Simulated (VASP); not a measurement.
Runs of VASP 6.6.1 on Y2Zr. The structure is that of space group Fm-3m (No. 225), or close to it. The cells are those of the table. 

| task | cell | k mesh | cutoff (eV) | gap on the mesh (eV) | pressure (GPa) | relaxed volume (Å³/atom) |
| --- | --- | --- | --- | --- | --- | --- |
| single point | a = 5.249 Å, angles 60.0°, 3 atoms | 4 × 4 × 4 | 520 | none | 0.0 | - |
| relaxation of cell and atoms | relaxed from a = 4.586 Å, angles 60.0°, 3 atoms | 4 × 4 × 4 | 600 | none | 0.0 | 34.02 |
| single point | a = 5.249 Å, angles 60.0°, 3 atoms | 12 × 12 × 12 | 520 | none | (a) | - |
| relaxation of cell and atoms | relaxed from a = 5.249 Å, angles 60.0°, 3 atoms | 12 × 12 × 12 | 600 | none | 0.0 | 33.97 |

Alike in all rows: level PBE; potentials or basis VASP PAW PBE potentials, release 64 (Y_sv, Zr_sv); no spin polarisation; smearing gaussian 0.1 eV.

**Question.** Fill in the values left out.

**Answer.** (a) -0.1.

Caveats: some runs use coarse meshes; the volume moved by over 15 % at a fixed basis, so the end points are rough (at least some runs).

A k mesh can miss the band edges, and the runs leave out spin-orbit coupling on Y, Zr.

A gap of «none» marks levels without a gap at the run's occupations.
